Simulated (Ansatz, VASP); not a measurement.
# AlNi: VASP beside Ansatz

```
CELL_PARAMETERS angstrom
2.02120 -2.02115 0.00000
2.16935 2.16930 0.00000
0.00000 0.00000 2.86887
ATOMIC_POSITIONS crystal
Al 0.00000 0.00000 0.00000
Ni 0.50000 0.50000 0.50000
```

Change from the starting cell: normal strain along x +0.0000, normal strain along y +0.0733.

Alike in both runs: task single point; functional PBEsol; k mesh 16 × 16 × 16; occupations gaussian, width 0.15 eV; no spin polarisation.

|  | VASP | Ansatz |
| --- | --- | --- |
| version | VASP 6.6.1 | Ansatz 0.2.0 |
| potentials or method | VASP PAW PBE potentials, release 64 (Al, Ni), cutoff 520 eV | scalar-relativistic, plane waves, PAW |
| valence electrons in the cell | 13 | 21 |

VASP gave:

| Item | Value |
| --- | --- |
| gap on the k mesh at the Fermi level (eV) | none |
| pressure (GPa) | -10.2 |
| traceless stress, the component that is largest in VASP (GPa) | -1.97 |

What did Ansatz give for the same quantities?

gap on the k mesh at the Fermi level (eV): none; pressure (GPa): -10.3; traceless stress, the component that is largest in VASP (GPa): -1.91.

VASP's potentials were made for PBE, not for PBEsol, and Ansatz warns of the same on its side. A gap of «none» marks a metal or a gap that the smearing closes. VASP's potentials hold 13 valence electrons a cell and Ansatz's 21, so a difference there can come from the potentials and not from the codes. Ansatz's warnings: near symmetry operations not taken.
